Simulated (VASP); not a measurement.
# Cu in VASP: further runs

The runs below take Cu through single point, relaxation of cell and atoms, with PBE.

Program: VASP 6.6.1. These are calculated values, not measurements. Logs are shortened: lines on timing, memory, paths and dates and some standing lists are left out, and cuts for length are marked.

### 1 The cell of the first run

The structure is tetragonal, space group I4/mmm (No. 139). The conventional cell has a = 4.017 Å, b = 4.017 Å, c = 5.329 Å, α = 90.00°, β = 90.00°, γ = 90.00°. Cu (site symmetry -4m2) has 10 Cu at 2.41 to 2.84 Å within 3.2 Å. Cu (site symmetry 4/mmm) has 8 Cu at 2.41 Å within 3.2 Å.

The cell was built from a structure type or drawn by symmetry, and may not be a known phase.

### 2 Single point, PBE

The input, INCAR:

```
SYSTEM = Cu
ALGO = Fast
EDIFF = 1E-6
ENCUT = 520
GGA = PE
ISIF = 2
ISMEAR = 0
LASPH = .True.
LCHARG = .False.
LREAL = .False.
LWAVE = .False.
NBANDS = 24
NELM = 80
PREC = Accurate
SIGMA = 0.1
```

The input, KPOINTS:

```
k-points
0
Gamma
  16 16 16
  0 0 0
```

The input, POSCAR:

```
Cu
1.0
   -2.0083818268      2.0083818268      2.6644727076
    2.0083818268     -2.0083818268      2.6644727076
    2.0083818268      2.0083818268     -2.6644727076
Cu
3
Direct
    0.7500000000      0.2500000000      0.5000000000
    0.2500000000      0.7500000000      0.5000000000
    0.5000000000      0.5000000000      0.0000000000
```

Potentials or basis: VASP PAW PBE potentials, release 64 (Cu).

Run with:

```
> cat potpaw_PBE.64/Cu/POTCAR > POTCAR
> mpirun -np 1 vasp_std > vasp.out
```

OUTCAR:

```text
SYSTEM = Cu
   EDIFF = 1E-6
   ENCUT = 520
   GGA = PE
   ISIF = 2
   ISMEAR = 0
   LASPH = .True.
   LREAL = .False.
   NELM = 80
   PREC = Accurate

 ion  position               nearest neighbor table
   1  0.750  0.250  0.500-   3 2.41   3 2.41   3 2.41   3 2.41   2 2.66   2 2.66
   2  0.250  0.750  0.500-   3 2.41   3 2.41   3 2.41   3 2.41   1 2.66   1 2.66
   3  0.500  0.500  0.000-   2 2.41   1 2.41   1 2.41   2 2.41   1 2.41   2 2.41   2 2.41   1 2.41

  LATTYP: Found a body centered tetragonal cell.
 ALAT       =     4.0167636536
 C/A-ratio  =     1.3266763680

  Lattice vectors:

 A1 = (  -2.0083818268,   2.0083818268,   2.6644727076)
 A2 = (   2.0083818268,  -2.0083818268,   2.6644727076)
 A3 = (   2.0083818268,   2.0083818268,  -2.6644727076)

Analysis of symmetry for initial positions (statically):
=====================================================================
 Subroutine PRICEL returns:
 Original cell was already a primitive cell.

 Routine SETGRP: Setting up the symmetry group for a
 body centered tetragonal supercell.

 Subroutine GETGRP returns: Found 16 space group operations
 (whereof 16 operations were pure point group operations)
 out of a pool of 16 trial point group operations.

The static configuration has the point symmetry D_4h.

Analysis of symmetry for dynamics (positions and initial velocities):
=====================================================================
 Subroutine PRICEL returns:
 Original cell was already a primitive cell.

 Routine SETGRP: Setting up the symmetry group for a
 body centered tetragonal supercell.

 Subroutine GETGRP returns: Found 16 space group operations
 (whereof 16 operations were pure point group operations)
 out of a pool of 16 trial point group operations.

The dynamic configuration has the point symmetry D_4h.

 Subroutine INISYM returns: Found 16 space group operations
 (whereof 16 operations are pure point group operations),
 and found     1 'primitive' translations

----------------------------------------------------------------------------------------

                                     Primitive cell

  volume of cell :      42.9896

  direct lattice vectors                    reciprocal lattice vectors
    -2.008381827  2.008381827  2.664472708     0.000000000  0.248956644  0.187654390
     2.008381827 -2.008381827  2.664472708     0.248956644  0.000000000  0.187654390
     2.008381827  2.008381827 -2.664472708     0.248956644  0.248956644  0.000000000

  length of vectors
     3.894433198  3.894433198  3.894433198     0.311758850  0.311758850  0.352077863

  position of ions in fractional coordinates (direct lattice)
     0.750000000  0.250000000  0.500000000
     0.250000000  0.750000000  0.500000000
     0.500000000  0.500000000  0.000000000

  ion indices of the primitive-cell ions
   primitive index   ion index
                 1           1
                 2           2
                 3           3

----------------------------------------------------------------------------------------

 KPOINTS: k-points

Automatic generation of k-mesh.
 Grid dimensions read from file:
 generate k-points for:   16   16   16

 Generating k-lattice:

  Cartesian coordinates                     Fractional coordinates (reciprocal lattice)
     0.000000000  0.015559790  0.011728399     0.062500000  0.000000000  0.000000000
     0.015559790  0.000000000  0.011728399     0.000000000  0.062500000  0.000000000
     0.015559790  0.015559790  0.000000000     0.000000000  0.000000000  0.062500000

  Length of vectors
     0.019484928  0.019484928  0.022004866

  Shift w.r.t. Gamma in fractional coordinates (k-lattice)
     0.000000000  0.000000000  0.000000000

 Subroutine IBZKPT returns following result:
 ===========================================

 Found    349 irreducible k-points:

 Following reciprocal coordinates:
            Coordinates               Weight
  0.000000  0.000000  0.000000      1.000000
  0.062500  0.000000 -0.000000      8.000000
  0.125000  0.000000 -0.000000      8.000000
  0.187500  0.000000 -0.000000      8.000000
  0.250000  0.000000 -0.000000      8.000000
  0.312500  0.000000 -0.000000      8.000000
[... 16 lines left out ...]
 -0.125000  0.062500  0.000000     16.000000
 -0.062500  0.062500  0.000000      4.000000
 [... further k-points ...]
   k-points           NKPTS =    349   k-points in BZ     NKDIM =    349   number of bands    NBANDS=     24
   number of dos      NEDOS =    301   number of ions     NIONS =      3
   total plane-waves  NPLWV =  27000
   dimension x,y,z NGX =    30 NGY =   30 NGZ =   30
   dimension x,y,z NGXF=    60 NGYF=   60 NGZF=   60
   ions per type =               3
   NGX,Y,Z   is equivalent  to a cutoff of  12.81, 12.81, 12.81 a.u.
   NGXF,Y,Z  is equivalent  to a cutoff of  25.61, 25.61, 25.61 a.u.
 SYSTEM =  Cu
   PREC   = accura    normal or accurate (medium, high low for compatibility)
   ISTART =      0    job   : 0-new  1-cont  2-samecut
   ICHARG =      2    charge: 1-file 2-atom 10-const
   ISPIN  =      1    spin polarized calculation?
   LNONCOLLINEAR =      F non collinear calculations
   LSORBIT =      F    spin-orbit coupling
   LASPH  =      T    aspherical Exc in radial PAW
   ENCUT  =  520.0 eV  38.22 Ry    6.18 a.u.   7.24  7.24  7.24*2*pi/ulx,y,z
   NELM   =     80;   NELMIN=  2; NELMDL= -5     # of ELM steps
   EDIFF  = 0.1E-05   stopping-criterion for ELM
   LREAL  =      F    real-space projection
   EDIFFG = 0.1E-04   stopping-criterion for IOM
   NSW    =      0    number of steps for IOM
   IBRION =     -1    ionic relax: 0-MD 1-quasi-New 2-CG
   NFREE  =      0    steps in history (QN), initial steepest desc. (CG)
   ISIF   =      2    stress and relaxation
   ISYM   =      2    0-nonsym 1-usesym 2-fastsym
   POTIM  = 0.5000    time-step for ionic-motion
   TEBEG  =    0.0;   TEEND  =   0.0 temperature during run
   PSTRESS=    0.0 pullay stress
   NELECT =      33.0000    total number of electrons
   NUPDOWN=      -1.0000    fix difference up-down
   EMIN   =  10.00;   EMAX   =-10.00  energy-range for DOS
   EFERMI =   0.00;   METHOD = LEGACY
   ISMEAR =     0;   SIGMA  =   0.10  broadening in eV -4-tet -1-fermi 0-gaus
   EFERMI_NEDOS =   21; number of points for ismear=-14 and -15
   IALGO  =     68    algorithm
   IMIX   =      4    mixing-type and parameters
     AMIX     =   0.40;   BMIX     =  1.00
     AMIX_MAG =   1.60;   BMIX_MAG =  1.00
  volume/ion in A,a.u.               =      14.33        96.70
  Fermi-wavevector in a.u.,A,eV,Ry     =   1.498965  2.832633 30.570883  2.246896
  Thomas-Fermi vector in A             =   2.610656
   LORBIT       =      0    0 simple, 1 ext, 2 COOP (PROOUT), +10 PAW based schemes
   GGA     = PE    functional components
   LHFCALC =     F    Hartree Fock is set to
   AEXX    =    0.0000 exact exchange contribution
   IVDW    =     0    specifies the selected vdW correction
   LEPSILON=     F    determine dielectric tensor
   LRPA    =     F    only Hartree local field effects (RPA)
 non-spin polarized calculation
 RMM-DIIS sequential band-by-band and
 Gauss-broadening in eV      SIGMA  =   0.10
  energy-cutoff  :      520.00
  volume of cell :       42.99
 maximum number of plane-waves:      1186
 NGX is ok and might be reduce to    30
   NGX = 15   NGY = 15   NGZ = 15

 number of electron      32.9999976 magnetization

 Free energy of the ion-electron system (eV)
  ---------------------------------------------------
  ext. energy  EPLUGINS =         0.00000000
  ---------------------------------------------------
  free energy    TOTEN  =       -10.05129107 eV

  energy without entropy =      -10.04625353  energy(sigma->0) =      -10.04877230

 E-fermi :   5.3977     XC(G=0): -11.4749

 val. band max:        5.3969484265   @ k =  -0.3125  -0.3750   0.1250
 cond. band min:       5.4117674385   @ k =  -0.3750  -0.3750   0.1250
 fundamental gap:      0.0148190120
 Fermi energy:         5.3976591510

 k-point     1 :       0.0000    0.0000    0.0000
  band No.  band energies     occupation
      1      -2.6461      2.00000
      2       1.4110      2.00000
      3       1.4725      2.00000
      4       1.9887      2.00000
      5       2.0233      2.00000
      6       2.0233      2.00000
[... 16 lines left out ...]
     23      15.1235      0.00000
     24      15.7691      0.00000

 k-point     2 :       0.0625    0.0000   -0.0000
  band No.  band energies     occupation
      1      -2.5875      2.00000
      2       1.4242      2.00000
      3       1.4851      2.00000
      4       1.9321      2.00000
      5       2.0214      2.00000
      6       2.0446      2.00000
[... 16 lines left out ...]
     23      15.5284      0.00000
     24      15.8881      0.00000

 k-point     3 :       0.1250    0.0000   -0.0000
  band No.  band energies     occupation
      1      -2.4128      2.00000
      2       1.4632      2.00000
      3       1.5225      2.00000
      4       1.8676      2.00000
      5       1.9938      2.00000
      6       2.0140      2.00000
[... 16 lines left out ...]
     23      15.8683      0.00000
     24      16.2704      0.00000

 k-point     4 :       0.1875    0.0000   -0.0000
  band No.  band energies     occupation
      1      -2.1258      2.00000
      2       1.5252      2.00000
      3       1.5825      2.00000
      4       1.8171      2.00000
      5       1.9428      2.00000
      6       2.0019      2.00000
[... 16 lines left out ...]
     23      15.9314      0.00000
     24      16.9327      0.00000

 k-point     5 :       0.2500    0.0000   -0.0000
  band No.  band energies     occupation
      1      -1.7339      2.00000
      2       1.6045      2.00000
      3       1.6595      2.00000
      4       1.7862      2.00000
      5       1.9051      2.00000
      6       1.9899      2.00000
[... 16 lines left out ...]
     23      15.8451      0.00000
     24      17.2947      0.00000

 k-point     6 :       0.3125    0.0000   -0.0000
  band No.  band energies     occupation
      1      -1.2515      2.00000
      2       1.6892      2.00000
      3       1.7366      2.00000
      4       1.7722      2.00000
      5       1.8966      2.00000
      6       1.9859      2.00000
[... 16 lines left out ...]
     23      15.4587      0.00000
     24      18.0372      0.00000
[... 379 lines left out ...]
 k-point    21 :      -0.2500    0.0625    0.0000
  band No.  band energies     occupation
      1      -1.8392      2.00000
      2       1.5675      2.00000
      3       1.6376      2.00000
      4       1.7702      2.00000
      5       1.9060      2.00000
      6       1.9657      2.00000
[... 16 lines left out ...]
     23      15.9103      0.00000
     24      17.0129      0.00000

 k-point    22 :      -0.1875    0.0625    0.0000
  band No.  band energies     occupation
      1      -2.1929      2.00000
      2       1.4989      2.00000
      3       1.5682      2.00000
      4       1.8113      2.00000
      5       1.9415      2.00000
      6       1.9928      2.00000
[... 16 lines left out ...]
     23      15.4974      0.00000
     24      16.7392      0.00000

 k-point    23 :      -0.1250    0.0625    0.0000
  band No.  band energies     occupation
      1      -2.4391      2.00000
      2       1.4502      2.00000
      3       1.5165      2.00000
      4       1.8673      2.00000
      5       1.9784      2.00000
      6       2.0219      2.00000
[... 16 lines left out ...]
     23      15.2930      0.00000
     24      16.2955      0.00000

 k-point    24 :      -0.0625    0.0625    0.0000
  band No.  band energies     occupation
      1      -2.5715      2.00000
      2       1.4248      2.00000
      3       1.4881      2.00000
      4       1.9178      2.00000
      5       2.0022      2.00000
      6       2.0494      2.00000
[... 16 lines left out ...]
     23      15.4479      0.00000
     24      15.5892      0.00000

 [... further k-points ...]

------------------------ aborting loop because EDIFF is reached ----------------------------------------

  FORCE on cell =-STRESS in cart. coord.  units (eV):
  Direction    XX          YY          ZZ          XY          YZ          ZX
  --------------------------------------------------------------------------------------
  -------------------------------------------------------------------------------------
  Total        0.1079324      0.1079324      0.1109389      0.0000000     -0.0000000      0.0000000
  in kB        4.0225230      4.0225230      4.1345738      0.0000000     -0.0000000      0.0000000
  external PRESSURE =       4.0598732 kB  Pullay stress =       0.0000000 kB

 VOLUME and BASIS-vectors are now :
 -----------------------------------------------------------------------------
  energy-cutoff  :      520.00
  volume of cell :       42.99
      direct lattice vectors                 reciprocal lattice vectors
    -2.008381827  2.008381827  2.664472708     0.000000000  0.248956644  0.187654390
     2.008381827 -2.008381827  2.664472708     0.248956644  0.000000000  0.187654390
     2.008381827  2.008381827 -2.664472708     0.248956644  0.248956644  0.000000000

 POSITION                                       TOTAL-FORCE (eV/Angst)
 -----------------------------------------------------------------------------------
      0.00000      2.00838      1.33224        -0.000000      0.000000      0.000000
      2.00838      0.00000      1.33224         0.000000     -0.000000     -0.000000
      0.00000      0.00000      2.66447         0.000000     -0.000000      0.000000
 -----------------------------------------------------------------------------------
    total drift:                                0.000000     -0.000000      0.000000

  FREE ENERGIE OF THE ION-ELECTRON SYSTEM (eV)
  ---------------------------------------------------
  free  energy   TOTEN  =       -10.0512910693 eV

  energy  without entropy=      -10.0462535268  energy(sigma->0) =      -10.04877230
```

It took 3.1 min on 1 thread of Intel Xeon 6975P-C (Granite Rapids), shared host; peak memory 0.37 GiB.

Results:

| Property | Result |
| --- | --- |
| Free energy | -10.0513 eV |
| Pressure | 0.4 GPa |
| Band gap on the k mesh | zero (an odd number of electrons rules out a gap without spin polarisation) |

Levels at points of the mesh, in eV from the Fermi level:
| k point | band 14 | band 15 | band 16 | band 17 | band 18 | band 19 |
| --- | --- | --- | --- | --- | --- | --- |
| (0.00, 0.00, 0.00) | -1.66 | -1.65 | -1.55 | 6.81 | 7.31 | 7.31 |
| (0.50, 0.00, 0.00) | -1.82 | -1.63 | -1.48 | -0.93 | 5.15 | 5.74 |
| (0.50, 0.50, 0.00) | -1.48 | -1.38 | -1.02 | -0.72 | 1.35 | 1.58 |
| (0.50, 0.50, 0.50) | -1.47 | -1.47 | -0.74 | -0.08 | 0.92 | 0.92 |

[end of part 1 of 2]
